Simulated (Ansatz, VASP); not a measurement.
# One calculation of Ta6F, two programs

Contents of INCAR:

```
PREC = Accurate
ENCUT = 520
EDIFF = 1E-6
ISMEAR = 0
SIGMA = 0.1
LREAL = False
LASPH = True
NELM = 150
ALGO = Normal
ISIF = 2
LWAVE = False
LCHARG = False
ISPIN = 2
MAGMOM = 0 0 0 0 0 0 1
LORBIT = 11
LMAXMIX = 4
LDIPOL = True
IDIPOL = 3
DIPOL = 0.5 0.5 0.323
GGA = CA
NBANDS = 50
```

The input KPOINTS:

```
regular mesh
0
Gamma
  6 6 1
```

The input POSCAR:

```
Ta6F
1.0
    4.6002247516      0.0000000000      0.0000000000
   -2.3001123758      3.9839114980      0.0000000000
    0.0000000000      0.0000000000     21.4017722141
Ta F
6 1
Direct
    0.6666666667      0.3333333333      0.1869004099
    0.3333333333      0.6666666667      0.2307760729
    0.0000000000      0.0000000000      0.2746517360
    0.6666666667      0.3333333333      0.3157775353
    0.3333333333      0.6666666667      0.3543568624
    0.0000000000      0.0000000000      0.3925736677
    0.6666666667     -0.6666666667      0.5061156668
```

Input for Ansatz:

```yaml
crystal:
  lattice:
    - [4.6002247516, 0.0, 0.0]
    - [-2.3001123758, 3.983911498, 0.0]
    - [0.0, 0.0, 21.4017722141]
  atoms:
    - { symbol: Ta, position: [0.6666666667, 0.3333333333, 0.1869004099] }
    - { symbol: Ta, position: [0.3333333333, 0.6666666667, 0.2307760729] }
    - { symbol: Ta, position: [0.0, 0.0, 0.274651736] }
    - { symbol: Ta, position: [0.6666666667, 0.3333333333, 0.3157775353] }
    - { symbol: Ta, position: [0.3333333333, 0.6666666667, 0.3543568624] }
    - { symbol: Ta, position: [0.0, 0.0, 0.3925736677] }
    - { symbol: F, position: [0.6666666667, -0.6666666667, 0.5061156668], spin: 1.0 }
basis:
  ecutwfc: 420
kpoints:
  mp_grid: { grid: [6, 6, 1] }
hamiltonian:
  xc: lda
  pseudopotentials: { kind: paw, azcp: { folder: soft_1 } }
scf:
  occupations: { method: gaussian, width: 0.1 }
output:
  forces: true
  eigenvalues: true
  populations: true
magnetization:
  spin_polarized: true
efield:
  axis: 3
  dipole_correction: true
  ramp_width: 0.04
```

Alike in both runs: task single point; functional LDA; k mesh 6 × 6 × 1; occupations gaussian, width 0.1 eV; collinear spin.

|  | VASP | Ansatz |
| --- | --- | --- |
| version | VASP 6.6.1 | Ansatz 0.2.0 |
| potentials or method | VASP PAW LDA potentials, release 64 (Ta_pv, F), cutoff 520 eV | scalar-relativistic, plane waves, PAW |
| valence electrons in the cell | 73 | 85 |

VASP gave:

| Quantity | Value |
| --- | --- |
| gap on the k mesh at the Fermi level (eV) | none |
| rms of the force components (eV/Å) | 0.971 |
| net moment per atom (μB) | 0.01 |
| size of the moment on the site where the two differ most (μB) | 0.04 |

**Question.** What did Ansatz give for the same quantities?

**Answer.** gap on the k mesh at the Fermi level (eV): none; rms of the force components (eV/Å): 0.953; net moment per atom (μB): 0.03; size of the moment on the site where the two differ most (μB): 0.16.

Ansatz warns that its potentials were made for another functional, while VASP's fit it. LDA's correlation is that of Perdew and Zunger in VASP and of Perdew and Wang (1992) in Ansatz. Site moments also hang on the region over which each program counts them. Atom by atom the forces differ by 0.033 eV/Å (rms over components). A gap of «none» marks a metal or a gap that the smearing closes. VASP's potentials hold 73 valence electrons a cell and Ansatz's 85, so a difference there can come from the potentials and not from the codes.

Neither program's run includes spin-orbit coupling.
